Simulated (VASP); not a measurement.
# K2Ag2O5 (P4/mmm) in VASP: further runs

K2Ag2O5 is run at these levels: PBEsol; tasks: single point.

Program: VASP 6.6.1. These are calculated values, not measurements. Logs are shortened: lines on timing, memory, paths and dates and some standing lists are left out, and cuts for length are marked.

### Step 1. The cell of the first run

It takes space group P4/mmm (No. 123, tetragonal). The conventional cell has a = 3.942 Å, b = 3.942 Å, c = 9.386 Å, α = 90.00°, β = 90.00°, γ = 90.00°. Within 4.1 Å of K (site symmetry 4/mmm) lie 8 O at 3.12 Å and 8 Ag at 3.80 Å and 4 K at 3.94 Å. K (site symmetry 4/mmm) has 12 O at 2.79 to 3.01 Å and 8 Ag at 3.50 Å within 3.7 Å. Ag (site symmetry 4mm) has 5 O at 1.98 to 2.12 Å within 2.6 Å. Within 2.6 Å of O (site symmetry 2mm) lie 2 Ag at 1.98 Å. Within 2.8 Å of O (site symmetry 4/mmm) lie 2 Ag at 2.12 Å and 4 K at 2.79 Å.

### Step 2. Single point, PBEsol (Rh replaced by Ag, lengths x 1.004, strained)

INCAR reads:

```
SYSTEM = K2Ag2O5
PREC = Accurate ; ENCUT = 520
EDIFF = 1E-6 ; ISMEAR = 0
SIGMA = 0.1 ; LREAL = .False.
LASPH = .True. ; NELM = 100
ALGO = Normal ; ISIF = 2
LWAVE = .False. ; LCHARG = .True.
GGA = PS ; LELF = .True.
LVHAR = .True. ; NBANDS = 45
```

KPOINTS reads:

```
regular mesh
0
Gamma
  10 10 4
  0 0 0
```

POSCAR reads:

```
K2Ag2O5
1.0
    3.9416853372      0.0000000000      0.0000000000
    0.0000000000      3.9416853372      0.0000000000
    0.0000000000      0.0000000000      9.3856047219
K Ag O
2 2 5
Direct
    0.0000000000      0.0000000000      0.0000000000
    0.0000000000      0.0000000000      0.5000000000
    0.5000000000      0.5000000000      0.7253866603
    0.5000000000      0.5000000000      0.2746133397
    0.0000000000      0.5000000000      0.7424774472
    0.0000000000      0.5000000000      0.2575225528
    0.5000000000      0.5000000000      0.5000000000
    0.5000000000      0.0000000000      0.7424774472
    0.5000000000      0.0000000000      0.2575225528
```

Potentials or basis: VASP PAW PBE potentials, release 64 (K_sv, Ag, O).

Run with:

```sh
> cat potpaw_PBE.64/K_sv/POTCAR potpaw_PBE.64/Ag/POTCAR potpaw_PBE.64/O/POTCAR > POTCAR
> mpirun -np 1 vasp_std > vasp.out
```

OUTCAR:

```text
SYSTEM = K2Ag2O5
   PREC = Accurate
   ENCUT = 520
   EDIFF = 1E-6
   ISMEAR = 0
   LREAL = .False.
   LASPH = .True.
   NELM = 100
   ISIF = 2
   GGA = PS

 ion  position               nearest neighbor table
   1  0.000  0.000  0.000-
   2  0.000  0.000  0.500-   7 2.79   7 2.79   7 2.79   7 2.79   4 3.50   4 3.50   3 3.50   4 3.50
                             3 3.50   3 3.50   4 3.50   3 3.50
   3  0.500  0.500  0.725-   5 1.98   8 1.98   8 1.98   5 1.98   7 2.12   2 3.50   2 3.50   2 3.50
                             2 3.50
   4  0.500  0.500  0.275-   6 1.98   9 1.98   9 1.98   6 1.98   7 2.12   2 3.50   2 3.50   2 3.50
                             2 3.50
   5  0.000  0.500  0.742-   3 1.98   3 1.98
   6  0.000  0.500  0.258-   4 1.98   4 1.98
   7  0.500  0.500  0.500-   3 2.12   4 2.12   2 2.79   2 2.79   2 2.79   2 2.79
   8  0.500  0.000  0.742-   3 1.98   3 1.98
   9  0.500  0.000  0.258-   4 1.98   4 1.98

  LATTYP: Found a simple tetragonal cell.
 ALAT       =     3.9416853372
 C/A-ratio  =     2.3811146550

  Lattice vectors:

 A1 = (   3.9416853372,   0.0000000000,   0.0000000000)
 A2 = (   0.0000000000,   3.9416853372,   0.0000000000)
 A3 = (   0.0000000000,   0.0000000000,   9.3856047219)

Analysis of symmetry for initial positions (statically):
=====================================================================
 Subroutine PRICEL returns:
 Original cell was already a primitive cell.

 Routine SETGRP: Setting up the symmetry group for a
 simple tetragonal supercell.

 Subroutine GETGRP returns: Found 16 space group operations
 (whereof 16 operations were pure point group operations)
 out of a pool of 16 trial point group operations.

The static configuration has the point symmetry D_4h.

Analysis of symmetry for dynamics (positions and initial velocities):
=====================================================================
 Subroutine PRICEL returns:
 Original cell was already a primitive cell.

 Routine SETGRP: Setting up the symmetry group for a
 simple tetragonal supercell.

 Subroutine GETGRP returns: Found 16 space group operations
 (whereof 16 operations were pure point group operations)
 out of a pool of 16 trial point group operations.

The dynamic configuration has the point symmetry D_4h.

 Subroutine INISYM returns: Found 16 space group operations
 (whereof 16 operations are pure point group operations),
 and found     1 'primitive' translations

[... 115 lines left out ...]
   ISYM   =      2    0-nonsym 1-usesym 2-fastsym
   POTIM  = 0.5000    time-step for ionic-motion
   TEBEG  =    0.0;   TEEND  =   0.0 temperature during run
   PSTRESS=    0.0 pullay stress
   NELECT =      70.0000    total number of electrons
   NUPDOWN=      -1.0000    fix difference up-down
   EMIN   =  10.00;   EMAX   =-10.00  energy-range for DOS
   EFERMI =   0.00;   METHOD = LEGACY
   ISMEAR =     0;   SIGMA  =   0.10  broadening in eV -4-tet -1-fermi 0-gaus
   EFERMI_NEDOS =   21; number of points for ismear=-14 and -15
   IALGO  =     38    algorithm
   IMIX   =      4    mixing-type and parameters
     AMIX     =   0.40;   BMIX     =  1.00
     AMIX_MAG =   1.60;   BMIX_MAG =  1.00
  volume/ion in A,a.u.               =      16.20       109.34
  Fermi-wavevector in a.u.,A,eV,Ry     =   1.281835  2.422317 22.355746  1.643101
  Thomas-Fermi vector in A             =   2.414182
   LORBIT       =      0    0 simple, 1 ext, 2 COOP (PROOUT), +10 PAW based schemes
   GGA     = PS    functional components
   LHFCALC =     F    Hartree Fock is set to
   AEXX    =    0.0000 exact exchange contribution
   IVDW    =     0    specifies the selected vdW correction
   LEPSILON=     F    determine dielectric tensor
   LRPA    =     F    only Hartree local field effects (RPA)
 non-spin polarized calculation
 Gauss-broadening in eV      SIGMA  =   0.10
  energy-cutoff  :      520.00
  volume of cell :      145.82
 maximum number of plane-waves:      3986
 NGX is ok and might be reduce to    30
   NGX = 15   NGY = 15   NGZ = 35

 number of electron      69.9999993 magnetization

 Free energy of the ion-electron system (eV)
  ---------------------------------------------------
  ext. energy  EPLUGINS =         0.00000000
  ---------------------------------------------------
  free energy    TOTEN  =       -36.96378620 eV

  energy without entropy =      -36.91726864  energy(sigma->0) =      -36.94052742

 E-fermi :   1.1942     XC(G=0):  -9.7204

 val. band max:        1.1872302477   @ k =   0.5000   0.0000   0.5000
 cond. band min:       1.1953589798   @ k =   0.5000   0.1000   0.2500
 fundamental gap:      0.0081287321
 Fermi energy:         1.1941688040

 k-point     1 :       0.0000    0.0000    0.0000
  band No.  band energies     occupation
      1     -27.9173      2.00000
      2     -25.5685      2.00000
      3     -16.1683      2.00000
      4     -16.1484      2.00000
      5     -15.4416      2.00000
      6     -15.4377      2.00000
[... 1141 lines left out ...]
     44       9.9809      0.00000
     45      10.1787      0.00000

 [... further k-points ...]

------------------------ aborting loop because EDIFF is reached ----------------------------------------

  FORCE on cell =-STRESS in cart. coord.  units (eV):
  Direction    XX          YY          ZZ          XY          YZ          ZX
  --------------------------------------------------------------------------------------
  -------------------------------------------------------------------------------------
  Total        1.5976666      1.5976666     -5.2349534      0.0000000     -0.0000000      0.0000000
  in kB       17.5537772     17.5537772    -57.5171338      0.0000000     -0.0000000      0.0000000
  external PRESSURE =      -7.4698598 kB  Pullay stress =       0.0000000 kB

 VOLUME and BASIS-vectors are now :
 -----------------------------------------------------------------------------
  energy-cutoff  :      520.00
  volume of cell :      145.82
      direct lattice vectors                 reciprocal lattice vectors
     3.941685337  0.000000000  0.000000000     0.253698587  0.000000000  0.000000000
     0.000000000  3.941685337  0.000000000     0.000000000  0.253698587  0.000000000
     0.000000000  0.000000000  9.385604722     0.000000000  0.000000000  0.106546145

 POSITION                                       TOTAL-FORCE (eV/Angst)
 -----------------------------------------------------------------------------------
      0.00000      0.00000      0.00000        -0.000000      0.000000     -0.000000
      0.00000      0.00000      4.69280        -0.000000      0.000000     -0.000000
      1.97084      1.97084      6.80819        -0.000000      0.000000     -1.806455
      1.97084      1.97084      2.57741        -0.000000     -0.000000      1.806455
      0.00000      1.97084      6.96860         0.000000     -0.000000      1.138524
      0.00000      1.97084      2.41700         0.000000     -0.000000     -1.138524
      1.97084      1.97084      4.69280        -0.000000      0.000000     -0.000000
      1.97084      0.00000      6.96860         0.000000     -0.000000      1.138524
      1.97084      0.00000      2.41700        -0.000000     -0.000000     -1.138524
 -----------------------------------------------------------------------------------
    total drift:                                0.000000      0.000000      0.000000

  FREE ENERGIE OF THE ION-ELECTRON SYSTEM (eV)
  ---------------------------------------------------
  free  energy   TOTEN  =       -36.9637862001 eV

  energy  without entropy=      -36.9172686436  energy(sigma->0) =      -36.94052742
```

OSZICAR:

```text
N       E                     dE             d eps       ncg     rms          rms(c)
DAV:   1     0.558748273336E+03    0.55875E+03   -0.36436E+04  5670   0.151E+03
DAV:   2    -0.531844469156E+01   -0.56407E+03   -0.54004E+03  6614   0.386E+02
DAV:   3    -0.514707866674E+02   -0.46152E+02   -0.45594E+02  7031   0.109E+02
[... 11 lines left out ...]
DAV:  15    -0.369639182332E+02    0.48216E-03   -0.33666E-03  7081   0.418E-01    0.163E-01
DAV:  16    -0.369637733589E+02    0.14487E-03   -0.83366E-04  6707   0.119E-01    0.492E-02
DAV:  17    -0.369637873076E+02   -0.13949E-04   -0.69267E-05  6707   0.374E-02    0.306E-02
DAV:  18    -0.369637859204E+02    0.13871E-05   -0.13506E-05  6307   0.166E-02    0.576E-03
DAV:  19    -0.369637862001E+02   -0.27970E-06   -0.17255E-06  4978   0.675E-03
   1 F= -.36963786E+02 E0= -.36940527E+02  d E =-.465176E-01
```

stdout:

```text
POSCAR found type information on POSCAR K AgO
 POSCAR found :  3 types and       9 ions
 scaLAPACK will be used
 -----------------------------------------------------------------------------
|                                                                             |
|                                                                             |
|     You enforced a specific xc type in the INCAR file but a different       |
|     I HOPE YOU KNOW WHAT YOU ARE DOING!                                     |
|                                                                             |
 -----------------------------------------------------------------------------

 LDA part: xc-table for (Slater+PW92), standard interpolation
 POSCAR, INCAR and KPOINTS ok, starting setup
 FFT: planning ... GRIDC
 FFT: planning ... GRID_SOFT
 FFT: planning ... GRID
 WAVECAR not read
 entering main loop
```

It took 7.4 min on 1 thread of Intel Xeon Platinum 8488C (Sapphire Rapids), shared host; peak memory 0.48 GiB.

What came out:

* Free energy: -36.9638 eV
* Pressure: -0.7 GPa
* Largest force: 1.806 eV/Å
* Band gap on the k mesh: zero (bands 35 and 36 overlap by 0.40 eV)

Forces on the atoms (eV/Å):
```
K    0.000  0.000  0.000
K    0.000  0.000  0.000
Ag   0.000  0.000 -1.806
Ag   0.000  0.000  1.806
O    0.000  0.000  1.139
O    0.000  0.000 -1.139
O    0.000  0.000  0.000
O    0.000  0.000  1.139
O    0.000  0.000 -1.139
```

Caveat: the cell differs from its parent crystal (Rh replaced by Ag, lengths x 1.004, strained); the PAW data sets were made with another functional, which shifts forces and pressure a little.

### Step 3. Single point, PBEsol, collinear spin (Rh replaced by Ag, lengths x 1.004, strained)

INCAR reads:

```
SYSTEM = K2Ag2O5
PREC = Accurate ; ENCUT = 520
EDIFF = 1E-7 ; ISMEAR = 0
SIGMA = 0.1 ; LREAL = .False.
LASPH = .True. ; NELM = 150
ALGO = Normal ; ISIF = 2
LWAVE = .False. ; LCHARG = .False.
ISPIN = 2 ; MAGMOM = 0 0 1 1 0 0 0 0 0
LORBIT = 11 ; LMAXMIX = 4
GGA = PS ; NBANDS = 49
```

KPOINTS reads:

```
regular mesh
0
Gamma
  4 4 2
  0 0 0
```

POSCAR is that of step 2.

Potentials or basis: VASP PAW PBE potentials, release 64 (K_sv, Ag, O).

Run with:

```sh
> cat potpaw_PBE.64/K_sv/POTCAR potpaw_PBE.64/Ag/POTCAR potpaw_PBE.64/O/POTCAR > POTCAR
> mpirun -np 1 vasp_std > vasp.out
```

OUTCAR:

```text
SYSTEM = K2Ag2O5
   PREC = Accurate
   ENCUT = 520
   EDIFF = 1E-7
   ISMEAR = 0
   LREAL = .False.
   LASPH = .True.
   NELM = 150
   ISIF = 2
   ISPIN = 2
   LORBIT = 11
   GGA = PS

 ion  position               nearest neighbor table
   1  0.000  0.000  0.000-
   2  0.000  0.000  0.500-   7 2.79   7 2.79   7 2.79   7 2.79   4 3.50   4 3.50   3 3.50   4 3.50
                             3 3.50   3 3.50   4 3.50   3 3.50
   3  0.500  0.500  0.725-   5 1.98   8 1.98   8 1.98   5 1.98   7 2.12   2 3.50   2 3.50   2 3.50
                             2 3.50
   4  0.500  0.500  0.275-   6 1.98   9 1.98   9 1.98   6 1.98   7 2.12   2 3.50   2 3.50   2 3.50
                             2 3.50
   5  0.000  0.500  0.742-   3 1.98   3 1.98
   6  0.000  0.500  0.258-   4 1.98   4 1.98
   7  0.500  0.500  0.500-   3 2.12   4 2.12   2 2.79   2 2.79   2 2.79   2 2.79
   8  0.500  0.000  0.742-   3 1.98   3 1.98
   9  0.500  0.000  0.258-   4 1.98   4 1.98

  LATTYP: Found a simple tetragonal cell.
 ALAT       =     3.9416853372
 C/A-ratio  =     2.3811146550

  Lattice vectors:

 A1 = (   3.9416853372,   0.0000000000,   0.0000000000)
 A2 = (   0.0000000000,   3.9416853372,   0.0000000000)
 A3 = (   0.0000000000,   0.0000000000,   9.3856047219)

Analysis of symmetry for initial positions (statically):
=====================================================================
 Subroutine PRICEL returns:
 Original cell was already a primitive cell.

 Routine SETGRP: Setting up the symmetry group for a
 simple tetragonal supercell.

 Subroutine GETGRP returns: Found 16 space group operations
 (whereof 16 operations were pure point group operations)
 out of a pool of 16 trial point group operations.

The static configuration has the point symmetry D_4h.

Analysis of symmetry for dynamics (positions and initial velocities):
[... 781 lines left out ...]
     46      10.9824      0.00000
     47      11.1778      0.00000
 Fermi energy:         1.2056255343

 spin component 2

 k-point     1 :       0.0000    0.0000    0.0000
  band No.  band energies     occupation
      1     -27.9104      1.00000
      2     -25.6094      1.00000
      3     -15.9617      1.00000
      4     -15.9507      1.00000
      5     -15.2221      1.00000
      6     -15.2180      1.00000
[... 589 lines left out ...]
     46      11.0274      0.00000
     47      11.2107      0.00000
 [bands above 47 left out]

------------------------ aborting loop because EDIFF is reached ----------------------------------------

  FORCE on cell =-STRESS in cart. coord.  units (eV):
  Direction    XX          YY          ZZ          XY          YZ          ZX
  --------------------------------------------------------------------------------------
  -------------------------------------------------------------------------------------
  Total        2.1481408      2.1481408     -4.9587817      0.0000000     -0.0000000      0.0000000
  in kB       23.6019106     23.6019106    -54.4827991      0.0000000     -0.0000000      0.0000000
  external PRESSURE =      -2.4263260 kB  Pullay stress =       0.0000000 kB

 VOLUME and BASIS-vectors are now :
 -----------------------------------------------------------------------------
  energy-cutoff  :      520.00
  volume of cell :      145.82
      direct lattice vectors                 reciprocal lattice vectors
     3.941685337  0.000000000  0.000000000     0.253698587  0.000000000  0.000000000
     0.000000000  3.941685337  0.000000000     0.000000000  0.253698587  0.000000000
     0.000000000  0.000000000  9.385604722     0.000000000  0.000000000  0.106546145

 POSITION                                       TOTAL-FORCE (eV/Angst)
 -----------------------------------------------------------------------------------
      0.00000      0.00000      0.00000        -0.000000     -0.000000     -0.000000
      0.00000      0.00000      4.69280        -0.000000     -0.000000     -0.000000
      1.97084      1.97084      6.80819        -0.000000      0.000000     -1.314051
      1.97084      1.97084      2.57741        -0.000000     -0.000000      1.314051
      0.00000      1.97084      6.96860        -0.000000      0.000000      0.927639
      0.00000      1.97084      2.41700         0.000000     -0.000000     -0.927639
      1.97084      1.97084      4.69280        -0.000000     -0.000000     -0.000000
      1.97084      0.00000      6.96860        -0.000000     -0.000000      0.927639
      1.97084      0.00000      2.41700        -0.000000     -0.000000     -0.927639
 -----------------------------------------------------------------------------------
    total drift:                                0.000000      0.000000      0.000000

  FREE ENERGIE OF THE ION-ELECTRON SYSTEM (eV)
  ---------------------------------------------------
  free  energy   TOTEN  =       -37.1122682662 eV

  energy  without entropy=      -37.0816948465  energy(sigma->0) =      -37.09698156

 total charge

# of ion       s       p       d       tot
------------------------------------------
    1        1.953   5.563   0.021   7.537
    2        1.957   5.574   0.035   7.567
    3        0.427   0.547   8.926   9.900
    4        0.427   0.547   8.926   9.900
    5        1.572   3.302   0.000   4.874
    6        1.572   3.302   0.000   4.874
    7        1.585   3.238   0.000   4.823
    8        1.572   3.302   0.000   4.874
    9        1.572   3.302   0.000   4.874
--------------------------------------------------
tot         12.637  28.674  17.909  59.221

 magnetization (x)

# of ion       s       p       d       tot
------------------------------------------
    1       -0.001  -0.000  -0.001  -0.002
    2        0.000  -0.001   0.000  -0.001
    3        0.003  -0.008   0.058   0.053
    4        0.003  -0.008   0.058   0.053
    5        0.004   0.217   0.000   0.221
    6        0.004   0.217   0.000   0.221
    7       -0.002  -0.190   0.000  -0.192
    8        0.004   0.217   0.000   0.221
    9        0.004   0.217   0.000   0.221
--------------------------------------------------
tot          0.019   0.660   0.116   0.794
```

stdout:

```text
POSCAR found type information on POSCAR K AgO
 POSCAR found :  3 types and       9 ions
 scaLAPACK will be used
 -----------------------------------------------------------------------------
|                                                                             |
|                                                                             |
|     You enforced a specific xc type in the INCAR file but a different       |
|     I HOPE YOU KNOW WHAT YOU ARE DOING!                                     |
|                                                                             |
 -----------------------------------------------------------------------------

 LDA part: xc-table for (Slater+PW92), standard interpolation
 POSCAR, INCAR and KPOINTS ok, starting setup
 FFT: planning ... GRIDC
 FFT: planning ... GRID_SOFT
 FFT: planning ... GRID
 WAVECAR not read
 entering main loop
```

Run time: 4 min. Hardware: 1 thread of Intel Xeon Platinum 8488C (Sapphire Rapids), shared host; peak memory 0.36 GiB.

What came out:

| Property | Result |
| --- | --- |
| Free energy | -37.1123 eV |
| Pressure | -0.2 GPa |
| Largest force | 1.314 eV/Å |
| Net moment | 0.91 μB per cell |
| Site moments | K -0.00; Ag +0.05; O +0.22, -0.19 (each value once) μB |
| Valence electrons inside the program's atomic spheres | K 7.54, 7.57; Ag 9.90; O 4.87, 4.82 (each value once) |

Forces on the atoms (eV/Å):
```
K    0.000  0.000  0.000
K    0.000  0.000  0.000
Ag   0.000  0.000 -1.314
Ag   0.000  0.000  1.314
O    0.000  0.000  0.928
O    0.000  0.000 -0.928
O    0.000  0.000  0.000
O    0.000  0.000  0.928
O    0.000  0.000 -0.928
```

Stress tensor (GPa, compression positive):
```
 2.36  0.00  0.00
 0.00  2.36  0.00
 0.00  0.00 -5.45
```

Caveat: the k points lie up to 0.40 Å⁻¹ apart; the cell differs from its parent crystal (Rh replaced by Ag, lengths x 1.004, strained); the PAW data sets were made with another functional, which shifts forces and pressure a little.
